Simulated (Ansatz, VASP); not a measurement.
## One calculation of SrO, two programs

```xyz
4
Lattice="0.0000 -2.5975 -2.5975 -2.5975 0.0000 -2.5975 2.5975 2.5975 -5.1950" Properties=species:S:1:pos:R:3 pbc="T T T"
Sr    0.0283    0.0000    0.0000
Sr    0.0283    0.0000   -5.1950
O    -0.3713    0.1678   -7.8410
O     0.0613   -0.1678   -2.5490
```

Change from the starting cell: mode 6 frozen in at -0.155 Å and mode 10 at -0.278 Å (largest displacements).

Alike in both runs: task single point; functional PBE; k mesh 9 × 9 × 8; occupations gaussian, width 0.05 eV; no spin polarisation.

|  | VASP | Ansatz |
| --- | --- | --- |
| version | VASP 6.6.1 | Ansatz 0.2.0 |
| potentials or method | VASP PAW PBE potentials, release 64 (Sr_sv, O), cutoff 520 eV | scalar-relativistic, plane waves, PAW |
| valence electrons in the cell | 32 | 32 |

```tsv
	VASP	Ansatz	Ansatz less VASP
gap on the k mesh at the Fermi level (eV)	3.31	3.36	+0.049
least direct gap on the mesh (eV)	3.44	3.47	+0.037
pressure (GPa)	4.2	3.5	-0.66
traceless stress, the component that is largest in VASP (GPa)	5.06	4.78	-0.282
rms of the force components (eV/Å)	0.817	0.773	-0.0441
```

Atom by atom the forces differ by 0.044 eV/Å (rms over components).
